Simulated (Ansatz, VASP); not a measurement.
# Tc, level by level in two programs

```xyz
2
Lattice="2.7030 0.0000 0.0000 -1.3515 2.3408 0.0000 0.0000 0.0000 4.3386" Properties=species:S:1:pos:R:3 pbc="T T T"
Tc    1.3515    0.7803    3.2539
Tc    0.0000    1.5606    1.0846
```

Single points on this cell with VASP 6.6.1 and Ansatz 0.2.0. Each row is one pair of runs. Alike in all rows: spin: off; k mesh: 11 × 11 × 6; smearing: fermi-dirac, width 0.05 eV; Ansatz's potentials, cutoff: Ansatz PAW earlier set, 500 eV.

| level | VASP's potentials, cutoff | gap on the k mesh at the Fermi level (eV), VASP | gap on the k mesh at the Fermi level (eV), Ansatz | pressure (GPa), VASP | pressure (GPa), Ansatz |
| --- | --- | --- | --- | --- | --- |
| PBEsol | VASP PAW PBE potentials, release 64 (Tc_pv), 520 eV | none | none | 6.1 | 6.8 |
| LDA | VASP PAW LDA potentials, release 64 (Tc_pv), 520 eV | none | none | 1.1 | 1.0 |
| r2SCAN | VASP PAW PBE potentials, release 64 (Tc_pv), 520 eV | none | ? | 12.4 | ? |

Task: Fill in what Ansatz gave in row 3.

Result: gap on the k mesh at the Fermi level (eV): none; pressure (GPa): 11.7.

VASP's potentials hold 26 valence electrons a cell and Ansatz's 30, so a difference there can come from the potentials and not from the codes.

A gap of «none» marks a metal or a gap that the smearing closes.
